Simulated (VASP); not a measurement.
# MoSe (F-43m) in VASP: notebook

Runs on MoSe. Level: PBE. Tasks: single point.

Program: VASP 6.6.1. These are calculated values, not measurements. Logs are shortened: lines on timing, memory, paths and dates and some standing lists are left out, and cuts for length are marked.

## 1. The cell of the first run

The structure is cubic, space group F-43m (No. 216). The conventional cell has a = 5.679 Å, b = 5.679 Å, c = 5.679 Å, α = 90.00°, β = 90.00°, γ = 90.00°. Mo (site symmetry -43m) has 4 Se at 2.46 Å within 3.2 Å. Within 3.2 Å of Se (site symmetry -43m) lie 4 Mo at 2.46 Å.

## 2. Single point, PBE, collinear spin

Input file INCAR:

```
SYSTEM = MoSe
PREC = Accurate
ENCUT = 520
EDIFF = 1E-7
ISMEAR = 0
SIGMA = 0.1
LREAL = .False.
LASPH = .True.
NELM = 150
ALGO = Normal
ISIF = 2
LWAVE = .False.
LCHARG = .False.
ISPIN = 2
MAGMOM = 3.5 0
LORBIT = 11
LMAXMIX = 4
GGA = PE
NBANDS = 21
```

Input file KPOINTS:

```
regular mesh
0
Gamma
  12 12 12
  0 0 0
```

Input file POSCAR:

```
MoSe
1.0
    0.0000000000      2.8392909712      2.8392909712
    2.8392909712      0.0000000000      2.8392909712
    2.8392909712      2.8392909712      0.0000000000
Mo Se
1 1
Direct
    0.0000000000      0.0000000000      0.0000000000
    0.2500000000      0.2500000000      0.2500000000
```

Potentials or basis: VASP PAW PBE potentials, release 64 (Mo_sv, Se).

Command:

```bash
$ cat potpaw_PBE.64/Mo_sv/POTCAR potpaw_PBE.64/Se/POTCAR > POTCAR
$ mpirun -np 1 vasp_std > vasp.out
```

OUTCAR:

```text
SYSTEM = MoSe
   PREC = Accurate
   ENCUT = 520
   EDIFF = 1E-7
   ISMEAR = 0
   LREAL = .False.
   LASPH = .True.
   NELM = 150
   ISIF = 2
   ISPIN = 2
   LORBIT = 11
   GGA = PE

 ion  position               nearest neighbor table
   1  0.000  0.000  0.000-   2 2.46   2 2.46   2 2.46   2 2.46
   2  0.250  0.250  0.250-   1 2.46   1 2.46   1 2.46   1 2.46

  LATTYP: Found a face centered cubic cell.
 ALAT       =     5.6785819424

  Lattice vectors:

 A1 = (   0.0000000000,   2.8392909712,   2.8392909712)
 A2 = (   2.8392909712,   0.0000000000,   2.8392909712)
 A3 = (   2.8392909712,   2.8392909712,   0.0000000000)

Analysis of symmetry for initial positions (statically):
=====================================================================
 Subroutine PRICEL returns:
 Original cell was already a primitive cell.

 Routine SETGRP: Setting up the symmetry group for a
 face centered cubic supercell.

 Subroutine GETGRP returns: Found 24 space group operations
 (whereof 24 operations were pure point group operations)
 out of a pool of 48 trial point group operations.

The static configuration has the point symmetry T_d .

Analysis of symmetry for dynamics (positions and initial velocities):
=====================================================================
 Subroutine PRICEL returns:
 Original cell was already a primitive cell.

 Routine SETGRP: Setting up the symmetry group for a
 face centered cubic supercell.

 Subroutine GETGRP returns: Found 24 space group operations
 (whereof 24 operations were pure point group operations)
 out of a pool of 48 trial point group operations.

The dynamic configuration has the point symmetry T_d .

Analysis of structural, dynamic, and magnetic symmetry:
=====================================================================
 Subroutine PRICEL returns:
 Original cell was already a primitive cell.

 Routine SETGRP: Setting up the symmetry group for a
 face centered cubic supercell.

 Subroutine GETGRP returns: Found 24 space group operations
 (whereof 24 operations were pure point group operations)
 out of a pool of 48 trial point group operations.

The overall configuration has the point symmetry T_d .

 Subroutine INISYM returns: Found 24 space group operations
 (whereof 24 operations are pure point group operations),
 and found     1 'primitive' translations

[... 116 lines left out ...]
  Fermi-wavevector in a.u.,A,eV,Ry     =   1.242219  2.347454 20.995269  1.543109
  Thomas-Fermi vector in A             =   2.376583
   LORBIT       =     11    0 simple, 1 ext, 2 COOP (PROOUT), +10 PAW based schemes
   GGA     = PE    functional components
   LHFCALC =     F    Hartree Fock is set to
   AEXX    =    0.0000 exact exchange contribution
   IVDW    =     0    specifies the selected vdW correction
   LEPSILON=     F    determine dielectric tensor
   LRPA    =     F    only Hartree local field effects (RPA)
 spin polarized calculation
 Gauss-broadening in eV      SIGMA  =   0.10
  energy-cutoff  :      520.00
  volume of cell :       45.78
 maximum number of plane-waves:      1258
 NGX is ok and might be reduce to    30

 number of electron      19.9999999 magnetization       1.1584429

 Free energy of the ion-electron system (eV)
  ---------------------------------------------------
  ext. energy  EPLUGINS =         0.00000000
  ---------------------------------------------------
  free energy    TOTEN  =       -13.49930459 eV

  energy without entropy =      -13.48710470  energy(sigma->0) =      -13.49320464

 E-fermi :   6.2438     XC(G=0): -10.2394

 val. band max:        6.2435857441   @ k =   0.1667   0.0833   0.0000
 cond. band min:       6.2500148639   @ k =  -0.4167   0.2500   0.0000
 fundamental gap:      0.0064291198
 Fermi energy:         6.2437950028

 spin component 1

 k-point     1 :       0.0000    0.0000    0.0000
  band No.  band energies     occupation
      1     -54.9483      1.00000
      2     -29.1218      1.00000
      3     -29.1218      1.00000
      4     -29.1218      1.00000
      5      -8.4949      1.00000
      6       1.2586      1.00000
[... 565 lines left out ...]
     20      19.2582      0.00000
     21      21.9695      0.00000

 [... further k-points ...]

 spin component 2

 k-point     1 :       0.0000    0.0000    0.0000
  band No.  band energies     occupation
      1     -54.3099      1.00000
      2     -28.4162      1.00000
      3     -28.4162      1.00000
      4     -28.4162      1.00000
      5      -8.4590      1.00000
      6       1.4738      1.00000
[... 565 lines left out ...]
     20      19.4963      0.00000
     21      22.2398      0.00000

 [... further k-points ...]

------------------------ aborting loop because EDIFF is reached ----------------------------------------

  FORCE on cell =-STRESS in cart. coord.  units (eV):
  Direction    XX          YY          ZZ          XY          YZ          ZX
  --------------------------------------------------------------------------------------
  -------------------------------------------------------------------------------------
  Total        0.0519765      0.0519765      0.0519765      0.0000000      0.0000000      0.0000000
  in kB        1.8191040      1.8191040      1.8191040      0.0000000      0.0000000      0.0000000
  external PRESSURE =       1.8191040 kB  Pullay stress =       0.0000000 kB

 VOLUME and BASIS-vectors are now :
 -----------------------------------------------------------------------------
  energy-cutoff  :      520.00
  volume of cell :       45.78
      direct lattice vectors                 reciprocal lattice vectors
     0.000000000  2.839290971  2.839290971    -0.176100303  0.176100303  0.176100303
     2.839290971  0.000000000  2.839290971     0.176100303 -0.176100303  0.176100303
     2.839290971  2.839290971  0.000000000     0.176100303  0.176100303 -0.176100303

 POSITION                                       TOTAL-FORCE (eV/Angst)
 -----------------------------------------------------------------------------------
      0.00000      0.00000      0.00000         0.000000      0.000000     -0.000000
      1.41965      1.41965      1.41965        -0.000000     -0.000000      0.000000
 -----------------------------------------------------------------------------------
    total drift:                                0.000000      0.000000      0.000000

  FREE ENERGIE OF THE ION-ELECTRON SYSTEM (eV)
  ---------------------------------------------------
  free  energy   TOTEN  =       -13.4993045862 eV

  energy  without entropy=      -13.4871046955  energy(sigma->0) =      -13.49320464

 total charge

# of ion       s       p       d       tot
------------------------------------------
    1        2.258   6.100   4.073  12.432
    2        1.428   2.412   0.130   3.971
--------------------------------------------------
tot          3.686   8.512   4.203  16.402

 magnetization (x)

# of ion       s       p       d       tot
------------------------------------------
    1        0.027   0.011   0.988   1.026
    2       -0.004  -0.031   0.018  -0.017
--------------------------------------------------
tot          0.023  -0.020   1.007   1.009
```

OSZICAR:

```text
N       E                     dE             d eps       ncg     rms          rms(c)
DAV:   1     0.140114955760E+03    0.14011E+03   -0.96991E+03  6072   0.869E+02
DAV:   2    -0.904320900940E+01   -0.14916E+03   -0.14425E+03  7073   0.256E+02
DAV:   3    -0.130788929300E+02   -0.40357E+01   -0.39988E+01  7246   0.391E+01
DAV:   4    -0.130980843891E+02   -0.19191E-01   -0.19190E-01  6528   0.311E+00
DAV:   5    -0.130982041336E+02   -0.11974E-03   -0.11974E-03  7334   0.246E-01    0.161E+01
DAV:   6    -0.133768964470E+02   -0.27869E+00   -0.16158E+00  6328   0.854E+00    0.622E+00
DAV:   7    -0.134963813134E+02   -0.11948E+00   -0.29066E-01  6283   0.376E+00    0.405E+00
DAV:   8    -0.134994506992E+02   -0.30694E-02   -0.80961E-03  7203   0.645E-01    0.181E+00
DAV:   9    -0.134986117399E+02    0.83896E-03   -0.51722E-03  6573   0.484E-01    0.294E-01
DAV:  10    -0.134991585123E+02   -0.54677E-03   -0.55245E-04  7083   0.186E-01    0.123E-01
DAV:  11    -0.134992785096E+02   -0.12000E-03   -0.10683E-04  6668   0.674E-02    0.501E-02
DAV:  12    -0.134992988436E+02   -0.20334E-04   -0.26723E-05  6943   0.292E-02    0.148E-02
DAV:  13    -0.134993030354E+02   -0.41919E-05   -0.26949E-06  6823   0.101E-02    0.612E-03
DAV:  14    -0.134993044698E+02   -0.14343E-05   -0.13884E-06  6823   0.594E-03    0.175E-03
DAV:  15    -0.134993046089E+02   -0.13913E-06   -0.21138E-07  6635   0.244E-03    0.856E-04
DAV:  16    -0.134993045862E+02    0.22673E-07   -0.23609E-08  5019   0.100E-03
   1 F= -.13499305E+02 E0= -.13493205E+02  d E =-.121999E-01  mag=     1.1585
```

stdout:

```text
POSCAR found type information on POSCAR MoSe
 POSCAR found :  2 types and       2 ions
 scaLAPACK will be used
 LDA part: xc-table for (Slater+PW92), standard interpolation
 POSCAR, INCAR and KPOINTS ok, starting setup
 FFT: planning ... GRIDC
 FFT: planning ... GRID_SOFT
 FFT: planning ... GRID
 WAVECAR not read
 entering main loop
```

Wall time 3.7 min (1 thread of Intel Xeon 8259CL, shared host); peak memory 0.26 GiB.

Results:

- Free energy: -13.4993 eV
- Pressure: 0.2 GPa
- Net moment: 1.16 μB per cell
- Site moments: Mo +1.03; Se -0.02 μB
- Valence electrons inside the program's atomic spheres: Mo 12.43; Se 3.97

## 3. Single point, PBE, collinear spin

This run uses another cell than the first one: it holds 4 atoms, not 2.

Input file INCAR:

```
SYSTEM = MoSe
ALGO     = Normal         ! electronic algorithm
EDIFF    = 1E-6           ! SCF threshold, eV
ENCUT    = 520            ! plane-wave cutoff, eV
GGA      = PE             ! functional
ISIF     = 2              ! what is computed and relaxed
ISMEAR   = 0              ! smearing method
ISPIN    = 2              ! spin polarisation
LASPH    = .TRUE.         ! aspherical terms in the spheres
LCHARG   = .FALSE.        ! write CHGCAR
LMAXMIX  = 4              ! l up to which the mixer works
LORBIT   = 11             ! projections on sites
LREAL    = .FALSE.        ! projectors in reciprocal space
LWAVE    = .FALSE.        ! write WAVECAR
MAGMOM   = 2 -2 0 0       ! initial moments
NBANDS   = 32             ! bands
NELM     = 150            ! most SCF steps
PREC     = Accurate       ! precision mode
SIGMA    = 0.1            ! smearing width, eV
```

Input file KPOINTS:

```
k-points
0
G
  12 12 6
  0 0 0
```

Input file POSCAR:

```
MoSe
1.0
    0.0000000000      2.8392909707      2.8392909707
    2.8392909707      0.0000000000      2.8392909707
    5.6785819413      5.6785819413      0.0000000000
Mo Se
2 2
Direct
    0.0000000000      0.0000000000      1.0000000000
    0.0000000000      0.0000000000      0.5000000000
    0.2500000000      0.2500000000      0.1250000000
    0.2500000000      0.2500000000      0.6250000000
```

Potentials or basis: VASP PAW PBE potentials, release 64 (Mo_sv, Se).

Command:

```bash
$ cat potpaw_PBE.64/Mo_sv/POTCAR potpaw_PBE.64/Se/POTCAR > POTCAR
$ mpirun -np 1 vasp_std > vasp.out
```

Wall time 14 min (1 thread of Oxide Virtual Turin-like, shared host); peak memory 0.51 GiB.

It converged, with:

```
Free energy                                           : -26.9730 eV
Pressure                                              : -0.4 GPa
Band gap on the k mesh                                : zero (filled and empty bands overlap)
Net moment                                            : 0.00 μB per cell
Site moments                                          : Mo +0.81, -0.81; Se -0.01, +0.01 μB
Valence electrons inside the program's atomic spheres : Mo 12.44; Se 3.97
```

Stress tensor (GPa, compression positive):
```
-0.41  0.11 -0.11
 0.11 -0.41 -0.11
-0.11 -0.11 -0.41
```

Levels at points of the mesh, in eV from the Fermi level:
Spin up:
```tsv
k point	band 16	band 17	band 18	band 19	band 20	band 21	band 22	band 23	band 24	band 25
(0.00, 0.00, 0.00)	-4.47	-0.75	-0.75	-0.05	0.00	0.00	1.23	2.22	2.22	3.80
(0.50, 0.00, 0.00)	-3.80	-1.45	-0.44	-0.40	-0.08	0.25	0.43	0.71	0.74	2.24
(0.00, 0.00, 0.50)	-4.57	-0.93	-0.93	-0.29	-0.29	1.58	1.82	3.24	3.41	3.41
(0.50, 0.00, 0.50)	-4.11	-1.23	-1.11	-0.46	-0.31	0.17	0.17	1.58	1.76	1.93
```
Spin down:
```tsv
k point	band 16	band 17	band 18	band 19	band 20	band 21	band 22	band 23	band 24	band 25
(0.00, 0.00, 0.00)	-4.47	-0.75	-0.75	-0.05	0.00	0.00	1.23	2.22	2.22	3.80
(0.50, 0.00, 0.00)	-3.80	-1.45	-0.44	-0.40	-0.08	0.25	0.43	0.71	0.74	2.24
(0.00, 0.00, 0.50)	-4.57	-0.93	-0.93	-0.29	-0.29	1.58	1.82	3.24	3.41	3.41
(0.50, 0.00, 0.50)	-4.11	-1.23	-1.11	-0.46	-0.31	0.17	0.17	1.58	1.76	1.93
```
